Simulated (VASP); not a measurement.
Set up this calculation in VASP 6.6.1, as the native input.

| Quantity | Value |
| --- | --- |
| Task | single point |
| Functional | PBE |
| Potentials or basis | VASP PAW PBE potentials, release 64 (Ba_sv, Ti_sv, O) |
| Cutoff | 520 eV |
| k mesh | 8 × 8 × 8 |
| Occupations | gaussian, width 0.05 eV |
| Spin | no spin polarisation |
| Dipole correction | no |
| Further INCAR settings | ALGO = Normal; EDIFF = 1e-06; NBANDS = 28 |

The structure of BaTiO3 lies in POSCAR:

```
BaTiO3
1.0
    4.0192318613      0.0000000000      0.0000000000
    0.0000000000      4.0192318613      0.0000000000
    0.0000000000      0.0000000000      4.0192813205
Ba Ti O
1 1 3
Direct
    0.0000000000      0.0000000000      0.0000000000
    0.5207253532      0.5000000000      0.5000000000
    0.5000000000      0.5000000000      0.0000000000
    0.5000000000      0.0000000000      0.5000000000
    0.0000000000      0.5000000000      0.5000000000
```

This cell differs from its parent crystal: atom 2 (Ti) moved +0.083 Å along Cartesian [1 0 0].

These files were run (other wordings do the same):

INCAR

```
SYSTEM = BaTiO3
PREC     = Accurate       ! precision mode
ENCUT    = 520            ! plane-wave cutoff, eV
EDIFF    = 1E-6           ! SCF threshold, eV
ISMEAR   = 0              ! smearing method
SIGMA    = 0.05           ! smearing width, eV
LREAL    = .False.        ! projectors in reciprocal space
LASPH    = .True.         ! aspherical terms in the spheres
NELM     = 60             ! most SCF steps
ALGO     = Normal         ! electronic algorithm
ISIF     = 2              ! what is computed and relaxed
LWAVE    = .False.        ! write WAVECAR
LCHARG   = .False.        ! write CHGCAR
GGA      = PE             ! functional
NBANDS   = 28             ! bands
```

KPOINTS

```
Automatic mesh
0
Gamma
  8 8 8
  0 0 0
```

Potentials or basis: VASP PAW PBE potentials, release 64 (Ba_sv, Ti_sv, O).

The run is started by

```sh
$ cat potpaw_PBE.64/Ba_sv/POTCAR potpaw_PBE.64/Ti_sv/POTCAR potpaw_PBE.64/O/POTCAR > POTCAR
$ mpirun -np 1 vasp_std > vasp.out
```

It gave:

```
Pressure               : 2.1 GPa
Largest force          : 0.395 eV/Å
Band gap on the k mesh : 1.73 eV (least direct gap 1.97 eV)
```

Caveat: the cell differs from its parent crystal (atom 2 (Ti) moved +0.083 Å along Cartesian [1 0 0]); spin-orbit coupling is left out, which moves the levels of the heavy elements.

It took 94 s on 1 thread of AMD EPYC 9R45 96-Core Processor (Zen 5), with other jobs on the host, peak memory 0.31 GiB.
